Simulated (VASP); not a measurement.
Input of a VASP 6.6.1 run:

INCAR

```
SYSTEM = Al2Cu
  PREC = Accurate
  ENCUT = 520
  EDIFF = 1E-6
  ISMEAR = 0
  SIGMA = 0.15
  LREAL = .False.
  LASPH = .True.
  NELM = 100
  ALGO = Fast
  ISIF = 2
  LWAVE = .False.
  LCHARG = .False.
  GGA = CA
  NBANDS = 16
```

The input KPOINTS:

```
regular mesh
0
Gamma
  10 10 14
  0 0 0
```

POSCAR

```
Al2Cu
1.0
    4.2309000000      0.0000000000      0.0000000000
    0.0000000000      4.2309000000      0.0000000000
    0.0000000000      0.0000000000      2.8213781230
Al Cu
2 1
Direct
    0.5000000000      0.0000000000      0.5000000000
    0.0000000000      0.5000000000      0.5000000000
    0.0000000000      0.0000000000      0.0000000000
```

Potentials or basis: VASP PAW LDA potentials, release 64 (Al, Cu).

The run is started by

```console
$ cat potpaw_LDA.64/Al/POTCAR potpaw_LDA.64/Cu/POTCAR > POTCAR
$ mpirun -np 1 vasp_std > vasp.out
```

Question: Predict the band gap on the k mesh.

Answer: Zero (an odd number of electrons rules out a gap without spin polarisation).

Question: What does it give for the pressure?

Answer: -6.9 GPa.

Stress tensor (GPa, compression positive):
```
-7.59  0.00  0.00
 0.00 -7.59  0.00
 0.00  0.00 -5.55
```

Caveat: the cell stands under tension.
